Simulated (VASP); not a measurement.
Set up this calculation in VASP 6.6.1, as the native input.

* Task: single point
* Functional: PBEsol
* Potentials or basis: VASP PAW PBE potentials, release 64 (Ta_pv, N)
* Cutoff: 520 eV
* k mesh: 18 × 18 × 16
* Occupations: gaussian, width 0.15 eV
* Spin: no spin polarisation
* Dipole correction: no
* Further INCAR settings: ALGO = Normal; EDIFF = 1e-06; NBANDS = 15

The structure of TaN lies in POSCAR:

```
TaN
1.0
    2.9606000000      0.0000000000      0.0000000000
   -1.4803000000      2.5639548105      0.0000000000
    0.0000000000      0.0000000000      2.9425000000
Ta N
1 1
Direct
    0.3333333333      0.6666666667      0.5000000000
    0.0000000000      0.0000000000      0.0000000000
```

These files were run (other wordings do the same):

INCAR

```
ALGO     = Normal         # electronic algorithm
EDIFF    = 1E-6           # SCF threshold, eV
ENCUT    = 520            # plane-wave cutoff, eV
GGA      = PS             # functional
ISIF     = 2              # what is computed and relaxed
ISMEAR   = 0              # smearing method
LASPH    = True           # aspherical terms in the spheres
LCHARG   = False          # write CHGCAR
LREAL    = False          # projectors in reciprocal space
LWAVE    = False          # write WAVECAR
NBANDS   = 15             # bands
NELM     = 60             # most SCF steps
PREC     = Accurate       # precision mode
SIGMA    = 0.15           # smearing width, eV
```

KPOINTS

```
k-points
0
Gamma
  18 18 16
```

Potentials or basis: VASP PAW PBE potentials, release 64 (Ta_pv, N).

Run with:

```sh
$ cat potpaw_PBE.64/Ta_pv/POTCAR potpaw_PBE.64/N/POTCAR > POTCAR
$ mpirun -np 1 vasp_std > vasp.out
```

Results of the run:

```json
{"Pressure": "-15.8 GPa", "Band gap on the k mesh": "zero (band 8 reaches 8.04 eV, above the bottom of band 9 at 7.61 eV)"}
```

Caveat: the PAW data sets were made with another functional, which shifts forces and pressure a little; spin-orbit coupling is left out, which moves the levels of the heavy elements.

It took 29 s on 1 thread of Intel(R) Xeon(R) 6975P-C (Granite Rapids), on a shared host, peak memory 0.23 GiB.
